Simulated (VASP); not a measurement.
# BaTe (Fm-3m) in VASP: a series of runs, part 2 of 2

VASP 6.6.1. Earlier steps stand in the parts before.

## Step 3: Elastic constants, PBEsol

INCAR

```
PREC = Accurate ; ENCUT = 600
EDIFF = 1E-8 ; ISMEAR = 0
SIGMA = 0.01 ; LREAL = F
LASPH = T ; NELM = 100
ALGO = Normal ; ISIF = 3
LWAVE = F ; LCHARG = F
GGA = PS ; IBRION = 6
NFREE = 2 ; POTIM = 0.015
NSW = 1
```

KPOINTS

```
regular mesh
0
Gamma
  6 6 6
```

POSCAR

```
BaTe
1.0
    0.0000000000      3.4713739177      3.4713739177
    3.4713739177      0.0000000000      3.4713739177
    3.4713739177      3.4713739177      0.0000000000
Ba Te
1 1
Direct
    0.0000000000      0.0000000000      0.0000000000
    0.5000000000      0.5000000000      0.5000000000
```

Potentials or basis: VASP PAW PBE potentials, release 64 (Ba_sv, Te).

Run with:

```console
$ cat potpaw_PBE.64/Ba_sv/POTCAR potpaw_PBE.64/Te/POTCAR > POTCAR
$ mpirun -np 1 vasp_std > vasp.out
```

OUTCAR:

```text
PREC = Accurate
   ENCUT = 600
   EDIFF = 1E-8
   ISMEAR = 0
   LREAL = F
   LASPH = T
   NELM = 100
   ISIF = 3
   GGA = PS
   IBRION = 6
   NFREE = 2
   POTIM = 0.015
   NSW = 1

 ion  position               nearest neighbor table
   1  0.000  0.000  0.000-   2 3.47   2 3.47   2 3.47   2 3.47   2 3.47   2 3.47
   2  0.500  0.500  0.500-   1 3.47   1 3.47   1 3.47   1 3.47   1 3.47   1 3.47

  LATTYP: Found a face centered cubic cell.
 ALAT       =     6.9427478354

  Lattice vectors:

 A1 = (   0.0000000000,   3.4713739177,   3.4713739177)
 A2 = (   3.4713739177,   0.0000000000,   3.4713739177)
 A3 = (   3.4713739177,   3.4713739177,   0.0000000000)

Analysis of symmetry for initial positions (statically):
=====================================================================
 Subroutine PRICEL returns:
 Original cell was already a primitive cell.

 Routine SETGRP: Setting up the symmetry group for a
 face centered cubic supercell.

 Subroutine GETGRP returns: Found 48 space group operations
 (whereof 48 operations were pure point group operations)
 out of a pool of 48 trial point group operations.

The static configuration has the point symmetry O_h .

Analysis of symmetry for dynamics (positions and initial velocities):
=====================================================================
 Subroutine PRICEL returns:
 Original cell was already a primitive cell.

 Routine SETGRP: Setting up the symmetry group for a
 face centered cubic supercell.

 Subroutine GETGRP returns: Found 48 space group operations
 (whereof 48 operations were pure point group operations)
 out of a pool of 48 trial point group operations.

The dynamic configuration has the point symmetry O_h .

 Subroutine INISYM returns: Found 48 space group operations
 (whereof 48 operations are pure point group operations),
 and found     1 'primitive' translations

----------------------------------------------------------------------------------------

                                     Primitive cell

  volume of cell :      83.6631

  direct lattice vectors                    reciprocal lattice vectors
     0.000000000  3.471373918  3.471373918    -0.144035189  0.144035189  0.144035189
     3.471373918  0.000000000  3.471373918     0.144035189 -0.144035189  0.144035189
     3.471373918  3.471373918  0.000000000     0.144035189  0.144035189 -0.144035189

  length of vectors
     4.909264074  4.909264074  4.909264074     0.249476266  0.249476266  0.249476266

  position of ions in fractional coordinates (direct lattice)
     0.000000000  0.000000000  0.000000000
     0.500000000  0.500000000  0.500000000

  ion indices of the primitive-cell ions
   primitive index   ion index
                 1           1
                 2           2

[... 296 lines left out ...]
  ---------------------------------------------------
  ext. energy  EPLUGINS =         0.00000000
  ---------------------------------------------------
  free energy    TOTEN  =        -9.18993524 eV

  energy without entropy =       -9.18993524  energy(sigma->0) =       -9.18993524

 E-fermi :   2.3564     XC(G=0):  -8.5095

 val. band max:        2.3111381437   @ k =   0.0000   0.0000   0.0000
 cond. band min:       3.6845486351   @ k =   0.0000   0.5000   0.5000
 fundamental gap:      1.3734104914
 Fermi energy:         2.3564031370

 k-point     1 :       0.0000    0.0000    0.0000
  band No.  band energies     occupation
      1     -24.6084      2.00000
      2      -9.7533      2.00000
      3      -9.7532      2.00000
      4      -9.7532      2.00000
      5      -7.3237      2.00000
      6       2.3111      2.00000
      7       2.3111      2.00000
      8       2.3111      2.00000
      9       5.1586      0.00000
     10       5.1590      0.00000
     11       5.1590      0.00000
     12       5.1603      0.00000
[... 331 lines left out ...]
 k-point    24 :       0.0000   -0.3333    0.3333
  band No.  band energies     occupation
      1     -24.5891      2.00000
      2     -10.0530      2.00000
      3      -9.9235      2.00000
      4      -9.7994      2.00000
      5      -6.7773      2.00000
      6       0.6433      2.00000
      7       1.2780      2.00000
      8       1.3283      2.00000
      9       5.4406      0.00000
     10       6.8833      0.00000
     11       7.1231      0.00000
     12       7.2777      0.00000

 [... further k-points ...]

------------------------ aborting loop because EDIFF is reached ----------------------------------------

  FORCE on cell =-STRESS in cart. coord.  units (eV):
  Direction    XX          YY          ZZ          XY          YZ          ZX
  --------------------------------------------------------------------------------------
  -------------------------------------------------------------------------------------
  Total        0.1976127      0.1934112      0.1934112      0.0000000      0.0000000      0.0000000
  in kB        3.7843496      3.7038888      3.7038888      0.0000000      0.0000000      0.0000000
  external PRESSURE =       3.7307090 kB  Pullay stress =       0.0000000 kB
[... 17 lines left out ...]
  FREE ENERGIE OF THE ION-ELECTRON SYSTEM (eV)
  ---------------------------------------------------
  free  energy   TOTEN  =        -9.1899352407 eV

  energy  without entropy=       -9.1899352407  energy(sigma->0) =       -9.18993524

 INTERNAL STRAIN TENSORS FROM STRAINED CELLS
 ============================================

 INTERNAL STRAIN TENSOR FOR ION    1 for displacements in x,y,z  (eV/Angst):
          X           Y           Z          XY          YZ          ZX
  --------------------------------------------------------------------------------
  x    -0.00000     0.00000     0.00000    -0.00000    -0.00000     0.00000
  y    -0.00000     0.00000     0.00000    -0.00000     0.00000     0.00000
  z     0.00000    -0.00000     0.00000     0.00000    -0.00000     0.00000

 INTERNAL STRAIN TENSORS FROM DISPLACED ATOMS
 ============================================

 INTERNAL STRAIN TENSOR FOR ION    1 for displacements in x,y,z  (eV/Angst):
          X           Y           Z          XY          YZ          ZX
  --------------------------------------------------------------------------------
  x     0.00000     0.00000     0.00000     0.00000     0.00000     0.00000
  y     0.00000     0.00000     0.00000     0.00000     0.00000     0.00000
  z     0.00000     0.00000     0.00000     0.00000     0.00000     0.00000

 INTERNAL STRAIN TENSOR FOR ION    2 for displacements in x,y,z  (eV/Angst):
          X           Y           Z          XY          YZ          ZX
  --------------------------------------------------------------------------------
  x     0.00000     0.00000     0.00000     0.00000     0.00000     0.00000
  y     0.00000     0.00000     0.00000     0.00000     0.00000     0.00000
  z     0.00000     0.00000     0.00000     0.00000     0.00000     0.00000

 Eigenvectors and eigenvalues of the dynamical matrix
 ----------------------------------------------------

   1 f  =    2.926265 THz    18.386263 2PiTHz   97.609681 cm-1    12.102053 meV
             X         Y         Z           dx          dy          dz
      0.000000  0.000000  0.000000     0.626536   -0.288421    0.074770
      3.471374  3.471374  3.471374    -0.650391    0.299403   -0.077617
[... 21 lines left out ...]
   6 f/i=    0.000929 THz     0.005838 2PiTHz    0.030991 cm-1     0.003842 meV
             X         Y         Z           dx          dy          dz
      0.000000  0.000000  0.000000    -0.475488    0.340728   -0.420108
      3.471374  3.471374  3.471374    -0.458048    0.328230   -0.404699

--------------------------------------------------------------------------------------------------------

 ELASTIC MODULI CONTR FROM IONIC RELAXATION (kBar)
 Direction    XX          YY          ZZ          XY          YZ          ZX
 --------------------------------------------------------------------------------
 XX           0.0000      0.0000      0.0000      0.0000      0.0000      0.0000
 YY           0.0000      0.0000      0.0000      0.0000      0.0000      0.0000
 ZZ           0.0000      0.0000      0.0000      0.0000      0.0000      0.0000
 XY           0.0000      0.0000      0.0000      0.0000      0.0000      0.0000
 YZ           0.0000      0.0000      0.0000      0.0000      0.0000      0.0000
 ZX           0.0000      0.0000      0.0000      0.0000      0.0000      0.0000
 --------------------------------------------------------------------------------

 TOTAL ELASTIC MODULI (kBar)
 Direction    XX          YY          ZZ          XY          YZ          ZX
 --------------------------------------------------------------------------------
 XX         822.6699     85.2873     85.2873      0.0000     -0.0000     -0.0000
 YY          85.2873    822.6699     85.2873     -0.0000      0.0000     -0.0000
 ZZ          85.2873     85.2873    822.6699     -0.0000      0.0000     -0.0000
 XY           0.0000     -0.0000     -0.0000    109.9597      0.0000      0.0000
 YZ          -0.0000      0.0000      0.0000      0.0000    109.9597      0.0000
 ZX          -0.0000     -0.0000     -0.0000      0.0000      0.0000    109.9597
 --------------------------------------------------------------------------------
```

stdout:

```text
POSCAR found type information on POSCAR BaTe
 POSCAR found :  2 types and       2 ions
 scaLAPACK will be used
 -----------------------------------------------------------------------------
|                                                                             |
|                                                                             |
|     You enforced a specific xc type in the INCAR file but a different       |
|     I HOPE YOU KNOW WHAT YOU ARE DOING!                                     |
|                                                                             |
[... 33 lines left out ...]
 Finite differences progress:
 bond charge predicted
 Finite differences progress:
 bond charge predicted
 Finite differences progress:
 bond charge predicted
 Finite differences progress:
 bond charge predicted
 Finite differences progress:
 bond charge predicted
 Finite differences progress:
```

Run time: 5.3 min. Hardware: 1 thread of Intel Xeon 6975P-C (Granite Rapids), shared host; peak memory 0.35 GiB.

Results:

- Elastic constants C11, C12, C44: 82, 9, 11 GPa
- Voigt bulk modulus: 33 GPa
- Highest phonon frequency at Γ, LO-TO splitting left out: 98 cm⁻¹

Phonon frequencies in cm⁻¹ (negative: imaginary):
```tsv
q point	frequencies
(0.000, 0.000, 0.000)	0 0 0 98 98 98
```

Elastic tensor in Voigt notation (GPa, in the Cartesian axes of the cell as first typed):
```
82  9  9  0  0  0
 9 82  9  0  0  0
 9  9 82  0  0  0
 0  0  0 11  0  0
 0  0  0  0 11  0
 0  0  0  0  0 11
```

Clamped-ion elastic tensor (GPa):
```
82  9  9  0  0  0
 9 82  9  0  0  0
 9  9 82  0  0  0
 0  0  0 11  0  0
 0  0  0  0 11  0
 0  0  0  0  0 11
```

Caveat: the PAW data sets were made with another functional, which shifts forces and pressure a little; spin-orbit coupling is left out, which moves the levels of the heavy elements.
